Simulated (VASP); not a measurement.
Write the native input for VASP 6.6.1 that does the following.

```
Task                               : single point
Functional                         : PBEsol-based screened hybrid with 25 % exact exchange
Potentials or basis                : VASP PAW PBE potentials, release 64 (Ta_sv_GW, N)
Cutoff                             : 520 eV
k mesh                             : 5 × 5 × 5
Occupations                        : fermi-dirac, width 0.05 eV
Spin                               : no spin polarisation
Dipole correction                  : no
Grid for exact exchange (PRECFOCK) : Normal
Share of exact exchange            : 0.25
Further INCAR settings             : ALGO = Normal; EDIFF = 1e-06; NBANDS = 16
Screening parameter                : 0.207 1/Å
```

TaN:

```
CELL_PARAMETERS angstrom
2.91322 0.00000 0.00000
-1.45661 2.52292 0.00000
0.00000 0.00000 2.85593
ATOMIC_POSITIONS crystal
Ta 0.33333 0.66667 0.50000
N 0.00000 0.00000 0.00000
```

The input as run:

POSCAR

```
TaN
1.0
    2.9132171050     -0.0000000029      0.0000000000
   -1.4566085500      2.5229200211      0.0000000000
    0.0000000000      0.0000000000      2.8559301539
Ta N
1 1
Direct
    0.3333333333      0.6666666667      0.5000000000
    0.0000000000      0.0000000000      0.0000000000
```

INCAR.step1

```
SYSTEM = TaN
PREC     = Accurate       ! precision mode
ENCUT    = 520            ! plane-wave cutoff, eV
EDIFF    = 1E-5           ! SCF threshold, eV
ISMEAR   = -1             ! smearing method
SIGMA    = 0.05           ! smearing width, eV
LREAL    = .FALSE.        ! projectors in reciprocal space
LASPH    = .TRUE.         ! aspherical terms in the spheres
NELM     = 120            ! most SCF steps
ALGO     = Normal         ! electronic algorithm
ISIF     = 2              ! what is computed and relaxed
LWAVE    = .TRUE.         ! write WAVECAR
LCHARG   = .FALSE.        ! write CHGCAR
NBANDS   = 16             ! bands
GGA      = PE             ! functional
GGA_COMPAT= .FALSE.
```

INCAR.step2

```
SYSTEM = TaN
PREC     = Accurate       ! precision mode
ENCUT    = 520            ! plane-wave cutoff, eV
EDIFF    = 1E-6           ! SCF threshold, eV
ISMEAR   = -1             ! smearing method
SIGMA    = 0.05           ! smearing width, eV
LREAL    = .FALSE.        ! projectors in reciprocal space
LASPH    = .TRUE.         ! aspherical terms in the spheres
NELM     = 120            ! most SCF steps
ALGO     = Normal         ! electronic algorithm
ISIF     = 2              ! what is computed and relaxed
LWAVE    = .FALSE.        ! write WAVECAR
LCHARG   = .FALSE.        ! write CHGCAR
GGA      = PS             ! functional
LHFCALC  = .TRUE.         ! exact exchange
AEXX     = 0.25           ! exact-exchange fraction
HFSCREEN = 0.207          ! screening, 1/A
PRECFOCK = Normal       
NBANDS   = 16             ! bands
ISTART   = 1            
GGA_COMPAT= .FALSE.
```

KPOINTS

```
Automatic mesh
0
G
  5 5 5
  0 0 0
```

Potentials or basis: VASP PAW PBE potentials, release 64 (Ta_sv_GW, N).

The run is started by

```sh
$ cat potpaw_PBE.64/Ta_sv_GW/POTCAR potpaw_PBE.64/N/POTCAR > POTCAR
$ cp INCAR.step1 INCAR
$ mpirun -np 1 vasp_std > vasp.out
$ cp INCAR.step2 INCAR
$ mpirun -np 1 vasp_std > vasp.out
```

It gave:

The pressure is -3.0 GPa. The band gap on the k mesh is zero (filled and empty bands touch).

Caveat: the k points lie up to 0.50 Å⁻¹ apart; the PAW data sets were made with another functional, which shifts forces and pressure a little; spin-orbit coupling is left out, which moves the levels of the heavy elements.

Run time: 30 min on 1 thread of Intel(R) Xeon(R) Platinum 8488C (Sapphire Rapids) (shared host), peak memory 0.25 GiB.
